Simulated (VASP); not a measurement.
Here is a VASP 6.6.1 calculation.

Contents of INCAR:

```
PREC = Accurate ; ENCUT = 520
EDIFF = 1E-6 ; ISMEAR = 0
SIGMA = 0.15 ; LREAL = F
LASPH = T ; NELM = 60
ALGO = Normal ; ISIF = 2
LWAVE = F ; LCHARG = F
GGA = PE ; NBANDS = 16
```

File KPOINTS:

```
regular mesh
0
Gamma
  18 18 16
```

POSCAR

```
WC
1.0
    2.9005014360      0.0000000000      0.0000000000
   -1.4502507180      2.5119079273      0.0000000000
    0.0000000000      0.0000000000      2.8290000000
W C
1 1
Direct
   -0.1153616121     -0.0844505613      0.0000000000
    0.6666666667      0.3333333333      0.5000000000
```

Potentials or basis: VASP PAW PBE potentials, release 64 (W_sv, C).

Command:

```bash
$ cat potpaw_PBE.64/W_sv/POTCAR potpaw_PBE.64/C/POTCAR > POTCAR
$ mpirun -np 1 vasp_std > vasp.out
```

What does it give for the band gap on the k mesh?

Zero (band 9 reaches 12.71 eV, above the bottom of band 10 at 10.85 eV).

Predict the largest force.

3.884 eV/Å.

Estimate the pressure.

21.8 GPa.

Forces in eV/Å, atoms in the order of the input:
```
W    2.238  3.174  0.000
C   -2.238 -3.174  0.000
```

Caveat: the cell differs from its parent crystal (atom 1 (W) moved by (-0.300, +0.000) A along [1 1 0] and z); spin-orbit coupling is left out, which moves the levels of the heavy elements; forces of over 1 eV/Å act on the atoms, so gaps and moduli don't describe the material at rest.
